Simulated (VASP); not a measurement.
Write the native input for VASP 6.6.1 that does the following.

| Property | Result |
| --- | --- |
| Task | relaxation of cell and atoms |
| Functional | PBEsol |
| Potentials or basis | VASP PAW PBE potentials, release 64 (Zn, Se) |
| Cutoff | 600 eV |
| k mesh | 8 × 8 × 8 |
| Occupations | fermi-dirac, width 0.02 eV |
| Spin | no spin polarisation |
| Dipole correction | no |
| Further INCAR settings | ALGO = Normal; EDIFF = 1e-06; IBRION = 2; EDIFFG = -0.005; NSW = 80; ISIF = 3 |

The structure of ZnSe (Stilleite) lies in POSCAR:

```
ZnSe
1.0
    0.0000000000      2.8659201947      2.8659201947
    2.8659201947      0.0000000000      2.8659201947
    2.8659201947      2.8659201947      0.0000000000
Zn Se
1 1
Direct
    0.0000000000      0.0000000000      0.0000000000
    0.2500000000      0.2500000000      0.2500000000
```

These files were run (other wordings do the same):

INCAR

```
SYSTEM = ZnSe
PREC     = Accurate       ! precision mode
ENCUT    = 600            ! plane-wave cutoff, eV
EDIFF    = 1E-6           ! SCF threshold, eV
ISMEAR   = -1             ! smearing method
SIGMA    = 0.02           ! smearing width, eV
LREAL    = .FALSE.        ! projectors in reciprocal space
LASPH    = .TRUE.         ! aspherical terms in the spheres
NELM     = 100            ! most SCF steps
ALGO     = Normal         ! electronic algorithm
ISIF     = 3              ! what is computed and relaxed
LWAVE    = .FALSE.        ! write WAVECAR
LCHARG   = .FALSE.        ! write CHGCAR
GGA      = PS             ! functional
IBRION   = 2              ! ionic algorithm
NSW      = 80             ! ionic steps
EDIFFG   = -0.005         ! ionic threshold
```

KPOINTS

```
regular mesh
0
G
  8 8 8
  0 0 0
```

Potentials or basis: VASP PAW PBE potentials, release 64 (Zn, Se).

Command:

```console
$ cat potpaw_PBE.64/Zn/POTCAR potpaw_PBE.64/Se/POTCAR > POTCAR
$ mpirun -np 1 vasp_std > vasp.out
```

It gave:

| Item | Value |
| --- | --- |
| Relaxed volume | 22.43 Å³/atom |
| Relaxed cell | a = 3.988 Å, b = 3.988 Å, c = 3.988 Å, α = 60.00°, β = 60.00°, γ = 60.00° |
| Space group after relaxing (to 0.05 Å) | F-43m (No. 216) |
| Energy gained by relaxing | 10.2 meV/atom |
| Ionic steps | 5 |
| Pressure after relaxing | 0.0 GPa |
| Band gap on the k mesh | 1.23 eV, direct |

Caveat: the PAW data sets were made with another functional, which shifts forces and pressure a little.

It took 62 s on 1 thread of Intel(R) Xeon(R) Platinum 8488C (Sapphire Rapids) (shared host), peak memory 0.2 GiB.
